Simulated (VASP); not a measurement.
# NaH (Fm-3m) in VASP: vibrations by perturbation theory with PBE

Aim: the vibrations by perturbation theory of NaH with PBE.

Everything below comes from runs of VASP 6.6.1. Logs are shortened: lines on timing, memory, paths and dates and some standing lists are left out, and cuts for length are marked.

## Step 1: The cell of the first run

It takes space group Fm-3m (No. 225, cubic). The conventional cell has a = 4.832 Å, b = 4.832 Å, c = 4.832 Å, α = 90.00°, β = 90.00°, γ = 90.00°. Na (site symmetry m-3m) has 6 H at 2.42 Å within 3.2 Å. H (site symmetry m-3m) has 6 Na at 2.42 Å within 3.2 Å.

## Step 2: Vibrations by perturbation theory, PBE

The input, INCAR:

```
SYSTEM = NaH
PREC = Accurate ; ENCUT = 500
EDIFF = 1E-8 ; ISMEAR = 0
SIGMA = 0.01 ; LREAL = .False.
LASPH = .True. ; NELM = 120
ALGO = Normal ; ISIF = 2
LWAVE = .False. ; LCHARG = .True.
GGA = PE ; IBRION = 8
NSW = 1 ; LEPSILON = .True.
GGA_COMPAT = .False.
```

The input, KPOINTS:

```
Automatic mesh
0
Gamma
  8 8 8
  0 0 0
```

The input, POSCAR:

```
NaH
1.0
    0.0000000000      2.4158416219      2.4158416219
    2.4158416219      0.0000000000      2.4158416219
    2.4158416219      2.4158416219      0.0000000000
Na H
1 1
Direct
    0.0000000000      0.0000000000      0.0000000000
    0.5000000000      0.5000000000      0.5000000000
```

Potentials or basis: VASP PAW PBE potentials, release 64 (Na_pv, H).

Run with:

```sh
$ cat potpaw_PBE.64/Na_pv/POTCAR potpaw_PBE.64/H/POTCAR > POTCAR
$ mpirun -np 1 vasp_std > vasp.out
```

OUTCAR:

```text
SYSTEM = NaH
   PREC = Accurate
   ENCUT = 500
   EDIFF = 1E-8
   ISMEAR = 0
   LREAL = .False.
   LASPH = .True.
   NELM = 120
   ISIF = 2
   GGA = PE
   IBRION = 8
   NSW = 1
   LEPSILON = .True.

 ion  position               nearest neighbor table
   1  0.000  0.000  0.000-
   2  0.500  0.500  0.500-

  LATTYP: Found a face centered cubic cell.
 ALAT       =     4.8316832438

  Lattice vectors:

 A1 = (   0.0000000000,   2.4158416219,   2.4158416219)
 A2 = (   2.4158416219,   0.0000000000,   2.4158416219)
 A3 = (   2.4158416219,   2.4158416219,   0.0000000000)

Analysis of symmetry for initial positions (statically):
=====================================================================
 Subroutine PRICEL returns:
 Original cell was already a primitive cell.

 Routine SETGRP: Setting up the symmetry group for a
 face centered cubic supercell.

 Subroutine GETGRP returns: Found 48 space group operations
 (whereof 48 operations were pure point group operations)
 out of a pool of 48 trial point group operations.

The static configuration has the point symmetry O_h .

Analysis of symmetry for dynamics (positions and initial velocities):
=====================================================================
 Subroutine PRICEL returns:
 Original cell was already a primitive cell.

 Routine SETGRP: Setting up the symmetry group for a
 face centered cubic supercell.

 Subroutine GETGRP returns: Found 48 space group operations
 (whereof 48 operations were pure point group operations)
 out of a pool of 48 trial point group operations.

The dynamic configuration has the point symmetry O_h .
[... 497 lines left out ...]

 INTERNAL STRAIN TENSOR  FOR ION    2  DIRECTION 1   (eV/Angst):
 -----------------------------------------------------------------------------
     0.00629 -0.00000  0.00000
     0.00000 -0.00376 -0.00000
     0.00000 -0.00000 -0.00376

 MACROSCOPIC STATIC DIELECTRIC TENSOR (including local field effects in DFT)
 ------------------------------------------------------
           3.116887     0.000000    -0.000000
           0.000000     3.116887    -0.000000
           0.000000    -0.000000     3.116887
 ------------------------------------------------------

 PIEZOELECTRIC TENSOR (including local field effects)  for field in x, y, z        (e  Angst)
          XX          YY          ZZ          XY          YZ          ZX
  --------------------------------------------------------------------------------
  x     0.00000     0.00000     0.00000     0.00000     0.00000     0.00000
  y     0.00000     0.00000     0.00000     0.00000     0.00000     0.00000
  z     0.00000     0.00000     0.00000     0.00000     0.00000     0.00000

 PIEZOELECTRIC TENSOR (including local field effects)  for field in x, y, z        (C/m^2)
          XX          YY          ZZ          XY          YZ          ZX
  --------------------------------------------------------------------------------
  x     0.00000     0.00000     0.00000     0.00000     0.00000     0.00000
  y     0.00000     0.00000     0.00000     0.00000     0.00000     0.00000
  z     0.00000     0.00000     0.00000     0.00000     0.00000     0.00000

 BORN EFFECTIVE CHARGES (including local field effects) (in |e|, cummulative output)
 ---------------------------------------------------------------------------------
 ion    1
    1     0.97055     0.00000    -0.00000
    2     0.00000     0.97055    -0.00000
    3     0.00000    -0.00000     0.97055
 ion    2
    1    -0.97055    -0.00000     0.00000
    2    -0.00000    -0.97055     0.00000
    3    -0.00000     0.00000    -0.97055

 INTERNAL STRAIN TENSOR FOR ION    2 for displacements in x,y,z  (eV/Angst):
          X           Y           Z          XY          YZ          ZX
  --------------------------------------------------------------------------------
  x     0.00000     0.00000     0.00000     0.00000     0.00000     0.00000
  y     0.00000     0.00000     0.00000     0.00000     0.00000     0.00000
  z     0.00000     0.00000     0.00000     0.00000     0.00000     0.00000

 SECOND DERIVATIVES (NOT SYMMETRIZED)
 ------------------------------------
               1X          1Y          1Z          2X          2Y          2Z
  1X    -0.868036    0.000000    0.000000    0.868036    0.000000    0.000000
  1Y     0.000000   -0.868036    0.000000    0.000000    0.868036    0.000000
  1Z     0.000000    0.000000   -0.868036    0.000000    0.000000    0.868036
  2X     0.877086    0.000000    0.000000   -0.877086    0.000000    0.000000
  2Y     0.000000    0.877086    0.000000    0.000000   -0.877086    0.000000
  2Z     0.000000    0.000000    0.877086    0.000000    0.000000   -0.877086

 Eigenvectors and eigenvalues of the dynamical matrix
 ----------------------------------------------------

   1 f  =   14.952860 THz    93.951587 2PiTHz  498.773706 cm-1    61.840030 meV
             X         Y         Z           dx          dy          dz
      0.000000  0.000000  0.000000    -0.000000   -0.203157    0.000000
      2.415842  2.415842  2.415842     0.000000    0.979146    0.000000
[... 21 lines left out ...]
   6 f/i=    0.015425 THz     0.096921 2PiTHz    0.514535 cm-1     0.063794 meV
             X         Y         Z           dx          dy          dz
      0.000000  0.000000  0.000000     0.234583   -0.215938    0.925780
      2.415842  2.415842  2.415842     0.048672   -0.044804    0.192084

--------------------------------------------------------------------------------------------------------

 MACROSCOPIC STATIC DIELECTRIC TENSOR IONIC CONTRIBUTION
 ------------------------------------------------------
           6.927343     0.000000     0.000000
           0.000000     6.927343    -0.000000
           0.000000    -0.000000     6.927343
 ------------------------------------------------------

 ELASTIC MODULI CONTR FROM IONIC RELAXATION (kBar)
 Direction    XX          YY          ZZ          XY          YZ          ZX
 --------------------------------------------------------------------------------
 XX           0.0000      0.0000      0.0000      0.0000      0.0000      0.0000
 YY           0.0000      0.0000      0.0000      0.0000      0.0000      0.0000
 ZZ           0.0000      0.0000      0.0000      0.0000      0.0000      0.0000
 XY           0.0000      0.0000      0.0000      0.0000      0.0000      0.0000
 YZ           0.0000      0.0000      0.0000      0.0000      0.0000      0.0000
 ZX           0.0000      0.0000      0.0000      0.0000      0.0000      0.0000
 --------------------------------------------------------------------------------

 PIEZOELECTRIC TENSOR IONIC CONTR  for field in x, y, z        (C/m^2)
          XX          YY          ZZ          XY          YZ          ZX
  --------------------------------------------------------------------------------
  x     0.00000     0.00000     0.00000     0.00000     0.00000     0.00000
  y     0.00000     0.00000     0.00000     0.00000     0.00000     0.00000
  z     0.00000     0.00000     0.00000     0.00000     0.00000     0.00000
```

Wall time 4.6 min (1 thread of Intel Xeon 8259CL, shared host); peak memory 0.19 GiB.

What came out:

- Electronic dielectric tensor (diagonal): 3.12
- Born charges (mean of the diagonal): Na +0.97; H -0.97 e
- Highest phonon frequency at Γ: 499 cm⁻¹

Phonon frequencies in cm⁻¹ (negative: imaginary):
```csv
q point,frequencies
"(0.000, 0.000, 0.000)",-1 -1 -1 499 499 499
```

Electronic dielectric tensor:
```
3.12 0.00 0.00
0.00 3.12 0.00
0.00 0.00 3.12
```

Born effective charge tensors (e):
atom 1, Na
```
0.97 0.00 0.00
0.00 0.97 0.00
0.00 0.00 0.97
```
atom 2, H
```
-0.97  0.00  0.00
 0.00 -0.97  0.00
 0.00  0.00 -0.97
```
